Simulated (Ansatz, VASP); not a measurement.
## Pd: VASP beside Ansatz

The input POSCAR:

```
Pd
1.0
    3.0670152821      0.0000000000      0.0000000000
    0.0000000000      3.0670152821      0.0000000000
    0.0000000000      0.0000000000      3.0670152821
Pd
2
Direct
    0.0000000000      0.0000000000      0.0000000000
    0.5000000000      0.5000000000      0.5000000000
```

File INCAR.step1:

```
ALGO = Normal ; EDIFF = 1E-4
ENCUT = 520 ; GGA = PE
ISMEAR = -1 ; ISPIN = 2
LASPH = T ; LCHARG = F
LMAXMIX = 4 ; LREAL = F
LWAVE = T ; MAGMOM = 0.5 -0.5
NBANDS = 21 ; NELM = 150
PREC = Accurate ; SIGMA = 0.05
```

File INCAR.step2:

```
ALGO = Normal ; EDIFF = 1E-6
ENCUT = 520 ; ISIF = 2
ISMEAR = -1 ; ISPIN = 2
ISTART = 1 ; LASPH = T
LCHARG = F ; LMAXMIX = 4
LMIXTAU = T ; LORBIT = 11
LREAL = F ; LWAVE = F
MAGMOM = 0.5 -0.5 ; METAGGA = R2SCAN
NBANDS = 21 ; NELM = 150
PREC = Accurate ; SIGMA = 0.05
```

KPOINTS

```
k-points
0
Gamma
  11 11 11
```

Input for Ansatz:

```yaml
crystal:
  lattice:
    - [3.0670152821, 0.0, 0.0]
    - [0.0, 3.0670152821, 0.0]
    - [0.0, 0.0, 3.0670152821]
  atoms:
    - { symbol: Pd, position: [0.0, 0.0, 0.0], spin: 0.5 }
    - { symbol: Pd, position: [0.5, 0.5, 0.5], spin: -0.5 }
hamiltonian:
  xc: r2scan
  pseudopotentials:
    kind: paw
    azcp:
      Pd: "pseudopotentials/Pd.paw.azcp"
basis:
  ecutwfc: 500
  fft_grid_basis: typed
kpoints:
  mp_grid: { grid: [11, 11, 11], shift: [0, 0, 0] }
magnetization:
  spin_polarized: true
scf:
  occupations: { method: fermi_dirac, width: 0.05 }
  lower_state_search: "off"
output:
  stress: true
```

Alike in both runs: task single point; functional r2SCAN; k mesh 11 × 11 × 11; occupations fermi-dirac, width 0.05 eV; collinear spin.

```csv
,VASP,Ansatz
version,VASP 6.6.1,Ansatz 0.2.0
potentials or method,"VASP PAW PBE potentials, release 64 (Pd), cutoff 520 eV","plane waves (500 eV) with PAW, scalar-relativistic"
valence electrons in the cell,20,36
```

|  | VASP | Ansatz | Ansatz less VASP |
| --- | --- | --- | --- |
| pressure (GPa) | 9.2 | 8.3 | -0.84 |
| net moment per atom (μB) | 0.00 | 0.00 | 0.000 |

VASP's potentials were made for PBE, not for r2SCAN. VASP's potentials hold 20 valence electrons a cell and Ansatz's 36, so a difference there can come from the potentials and not from the codes. Ansatz's warnings: seeded moment not kept, stability check not made.
